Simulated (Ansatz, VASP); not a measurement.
# Two plane-wave programs on MgO

Contents of POSCAR:

```
MgO
1.0
    0.0000000000      2.1159000000      2.1159000000
    2.1159000000      0.0000000000      2.1159000000
    2.1159000000      2.1159000000      0.0000000000
Mg O
1 1
Direct
    0.0000000000      0.0000000000      0.0000000000
    0.5000000000      0.5000000000      0.5000000000
```

The input INCAR.step1:

```
SYSTEM = MgO
ALGO     = Normal         ! electronic algorithm
EDIFF    = 1E-5           ! SCF threshold, eV
ENCUT    = 660            ! plane-wave cutoff, eV
GGA      = PE             ! functional
GGA_COMPAT= .FALSE.      
ISMEAR   = -1             ! smearing method
LASPH    = .TRUE.         ! aspherical terms in the spheres
LCHARG   = .FALSE.        ! write CHGCAR
LREAL    = .FALSE.        ! projectors in reciprocal space
LWAVE    = .TRUE.         ! write WAVECAR
NBANDS   = 11             ! bands
NELM     = 120            ! most SCF steps
PREC     = Accurate       ! precision mode
SIGMA    = 0.02           ! smearing width, eV
```

INCAR.step2

```
SYSTEM = MgO
ALGO     = Normal         ! electronic algorithm
EDIFF    = 1E-6           ! SCF threshold, eV
ENCUT    = 660            ! plane-wave cutoff, eV
GGA_COMPAT= .FALSE.      
ISIF     = 2              ! what is computed and relaxed
ISMEAR   = -1             ! smearing method
ISTART   = 1            
LASPH    = .TRUE.         ! aspherical terms in the spheres
LCHARG   = .TRUE.         ! write CHGCAR
LELF     = .TRUE.         ! ELF
LMIXTAU  = .TRUE.       
LREAL    = .FALSE.        ! projectors in reciprocal space
LVHAR    = .TRUE.       
LWAVE    = .FALSE.        ! write WAVECAR
METAGGA  = R2SCAN         ! meta-GGA
NBANDS   = 11             ! bands
NELM     = 120            ! most SCF steps
PREC     = Accurate       ! precision mode
SIGMA    = 0.02           ! smearing width, eV
```

Contents of KPOINTS:

```
k-points
0
G
  8 8 8
  0 0 0
```

Input for Ansatz:

```yaml
crystal:
  lattice:
    - [0.0, 2.1159, 2.1159]
    - [2.1159, 0.0, 2.1159]
    - [2.1159, 2.1159, 0.0]
  atoms:
    - { symbol: Mg, position: [0.0, 0.0, 0.0] }
    - { symbol: O, position: [0.5, 0.5, 0.5] }
hamiltonian:
  xc: r2scan
  pseudopotentials: { kind: paw }
basis:
  ecutwfc: 500
kpoints:
  mp_grid: { grid: [8, 8, 8] }
scf:
  occupations: { method: fermi_dirac, width: 0.02 }
  lower_state_search: "off"
  algorithm: density_mixing
  max_iter: 60
  mixing: { algorithm: anderson, ndim: 4, beta: 0.2, preconditioner: none }
output:
  forces: true
  stress: true
```

Alike in both runs: task single point; functional r2SCAN; k mesh 8 × 8 × 8; occupations fermi-dirac, width 0.02 eV; no spin polarisation.

```csv
,VASP,Ansatz
version,VASP 6.6.1,Ansatz 0.2.0
potentials or method,"VASP PAW PBE potentials, release 64 (Mg, O), cutoff 660 eV","PAW, plane waves, scalar-relativistic"
valence electrons in the cell,8,16
```

Ansatz gave:

```
pressure (GPa) : -3.1
```

Question: What did VASP give for the same quantities?

Answer: Pressure (GPa): -4.5.

VASP's potentials were made for PBE, not for r2SCAN. VASP's potentials hold 8 valence electrons a cell and Ansatz's 16, so a difference there can come from the potentials and not from the codes.
